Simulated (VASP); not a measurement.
# BP: single point with PBEsol

BP:

```xyz
2
Lattice="0.0000 2.2750 2.2750 2.2750 0.0000 2.2750 2.2750 2.2750 0.0000" Properties=species:S:1:pos:R:3 pbc="T T T"
B     0.0000    0.0000    0.0000
P     3.4125    3.4125    3.4125
```

This cell differs from its parent crystal: volume scaled by 1.020.

```
Program             : VASP 6.6.1
Task                : single point
Functional          : PBEsol
Potentials or basis : VASP PAW PBE potentials, release 64 (B, P)
Cutoff              : 520 eV
k mesh              : 12 × 12 × 12
Occupations         : gaussian, width 0.05 eV
Spin                : no spin polarisation
```

* Pressure: -3.1 GPa
* Band gap on the k mesh: 1.14 eV, indirect (least direct gap 3.35 eV)

Levels at points of the mesh, in eV from the valence-band top:
```tsv
k point	band 1	band 2	band 3	band 4	band 5	band 6	band 7	band 8
(0.00, 0.00, 0.00)	-15.43	0.00	0.00	0.00	3.35	3.35	3.35	7.22
(0.50, 0.00, 0.00)	-12.11	-9.04	-1.76	-1.76	3.69	4.64	4.64	9.90
(0.50, 0.50, 0.00)	-10.59	-8.56	-4.12	-4.12	1.24	1.52	12.02	12.02
```

Wall time 10 s on 1 thread of Intel Xeon 6975P-C, with other jobs on the host, peak memory 0.14 GiB.

Caveat: the PAW data sets were made with another functional, which shifts forces and pressure a little. A k mesh can miss the band edges.
